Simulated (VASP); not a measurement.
Write the native input for VASP 6.6.1 that does the following.

* Task: single point
* Functional: HSE06
* Potentials or basis: VASP PAW PBE potentials, release 64 (Al, N)
* Cutoff: 520 eV
* k mesh: 8 × 8 × 8
* Occupations: gaussian, width 0.01 eV
* Spin: no spin polarisation
* Dipole correction: no
* Grid for exact exchange (PRECFOCK): Normal
* Further INCAR settings: ALGO = Normal; EDIFF = 1e-07; NBANDS = 11
* Share of exact exchange: 0.25
* Screening parameter: 0.2079 1/Å

AlN:

```
Al N
1.0
     0.00000    2.01887    2.01887
     1.98233    0.00000    2.01887
     1.98233    2.01887    0.00000
Al N
1 1
Direct
  0.00000 0.00000 0.00000
  0.50000 0.50000 0.50000
```

This cell differs from its parent crystal: uniaxial x strain -1.8%.

One way to write it, as run:

POSCAR

```
AlN
1.0
    0.0000000000      2.0188684454      2.0188684454
    1.9823269266      0.0000000000      2.0188684454
    1.9823269266      2.0188684454      0.0000000000
Al N
1 1
Direct
    0.0000000000      0.0000000000      0.0000000000
    0.5000000000      0.5000000000      0.5000000000
```

INCAR.step1

```
SYSTEM = AlN
ALGO     = Normal         ! electronic algorithm
EDIFF    = 1E-5           ! SCF threshold, eV
ENCUT    = 520            ! plane-wave cutoff, eV
GGA      = PE             ! functional
ISIF     = 2              ! what is computed and relaxed
ISMEAR   = 0              ! smearing method
LASPH    = .TRUE.         ! aspherical terms in the spheres
LCHARG   = .FALSE.        ! write CHGCAR
LREAL    = .FALSE.        ! projectors in reciprocal space
LWAVE    = .TRUE.         ! write WAVECAR
NBANDS   = 11             ! bands
NELM     = 100            ! most SCF steps
PREC     = Accurate       ! precision mode
SIGMA    = 0.01           ! smearing width, eV
```

INCAR.step2

```
SYSTEM = AlN
ALGO     = Normal         ! electronic algorithm
EDIFF    = 1E-7           ! SCF threshold, eV
ENCUT    = 520            ! plane-wave cutoff, eV
GGA      = PE             ! functional
HFSCREEN = 0.2079         ! screening, 1/A
ISIF     = 2              ! what is computed and relaxed
ISMEAR   = 0              ! smearing method
ISTART   = 1            
LASPH    = .TRUE.         ! aspherical terms in the spheres
LCHARG   = .FALSE.        ! write CHGCAR
LHFCALC  = .TRUE.         ! exact exchange
LREAL    = .FALSE.        ! projectors in reciprocal space
LWAVE    = .FALSE.        ! write WAVECAR
NBANDS   = 11             ! bands
NELM     = 100            ! most SCF steps
PREC     = Accurate       ! precision mode
PRECFOCK = Normal       
SIGMA    = 0.01           ! smearing width, eV
```

KPOINTS

```
k-points
0
G
  8 8 8
  0 0 0
```

Potentials or basis: VASP PAW PBE potentials, release 64 (Al, N).

The run is started by

```console
$ cat potpaw_PBE.64/Al/POTCAR potpaw_PBE.64/N/POTCAR > POTCAR
$ cp INCAR.step1 INCAR
$ mpirun -np 1 vasp_std > vasp.out
$ cp INCAR.step2 INCAR
$ mpirun -np 1 vasp_std > vasp.out
```

It gave:

```yaml
Pressure: 3.9 GPa
Band_gap_on_the_k_mesh: 6.04 eV (least direct gap 7.49 eV)
```

Caveat: the cell differs from its parent crystal (uniaxial x strain -1.8%); the cell stands under pressure; the PAW data sets were made with another functional, which shifts forces and pressure a little.

Wall time 31 min on 1 thread of Intel(R) Xeon(R) Platinum 8259CL CPU @ 2.50GHz (Skylake/Cascade Lake), on a shared host, peak memory 0.25 GiB.
